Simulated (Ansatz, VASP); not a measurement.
# BaZrO3 in VASP and in Ansatz

```
Ba Zr O
1.0
     4.54738    0.00000    0.00000
     0.00000    4.54738    0.00000
     0.00000    0.00000    4.18150
Ba Zr O
1 1 3
Cartesian
  2.2737 2.2737 2.0907
  0.0000 0.0000 0.0000
  2.2737 0.0000 0.0000
  0.0000 2.2737 0.0000
  0.0000 0.0000 2.0907
```

Change from the starting cell: strain +0.0875 x Voigt [1, 1, 0, 0, 0, 0], atoms carried along.

Alike in both runs: task single point; functional PBE; k mesh 6 × 6 × 6; occupations gaussian, width 0.05 eV; no spin polarisation.

```csv
,VASP,Ansatz
version,VASP 6.6.1,Ansatz 0.2.0
potentials or method,"VASP PAW PBE potentials, release 64 (Ba_sv, Zr_sv, O), cutoff 520 eV","scalar-relativistic, plane waves, PAW"
valence electrons in the cell,40,40
```

Ansatz gave:

| Item | Value |
| --- | --- |
| gap on the k mesh at the Fermi level (eV) | 2.63 |
| least direct gap on the mesh (eV) | 2.91 |
| pressure (GPa) | -13.8 |
| traceless stress, the component that is largest in VASP (GPa) | 7.53 |

Task: Which values does VASP return?

Result: gap on the k mesh at the Fermi level (eV): 2.59; least direct gap on the mesh (eV): 2.89; pressure (GPa): -13.2; traceless stress, the component that is largest in VASP (GPa): 7.67.

Neither program's run includes spin-orbit coupling.
